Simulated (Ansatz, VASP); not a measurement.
**One calculation of BN, two programs**

```xyz
4
Lattice="2.5539 0.0000 0.0000 -1.2770 2.2118 0.0000 0.0000 0.0000 4.2269" Properties=species:S:1:pos:R:3 pbc="T T T"
B     1.2770    0.7373    4.2257
B     0.0000    1.4745    2.1123
N     0.8270    0.7373    2.1930
N     0.0000    1.4745    0.5295
```

Alike in both runs: task single point; functional r2SCAN; k mesh 12 × 12 × 6; occupations gaussian, width 0.05 eV; no spin polarisation.

|  | VASP | Ansatz |
| --- | --- | --- |
| version | VASP 6.6.1 | Ansatz 0.2.0 |
| potentials or method | VASP PAW PBE potentials, release 64 (B, N), cutoff 520 eV | scalar-relativistic, plane waves, PAW |
| valence electrons in the cell | 16 | 16 |

```tsv
	VASP	Ansatz	Ansatz less VASP
gap on the k mesh at the Fermi level (eV)	2.10	2.11	+0.003
least direct gap on the mesh (eV)	3.54	3.53	-0.010
rms of the force components (eV/Å)	12.253	12.101	-0.1519
```

VASP's potentials were made for PBE, not for r2SCAN. Atom by atom the forces differ by 0.168 eV/Å (rms over components).
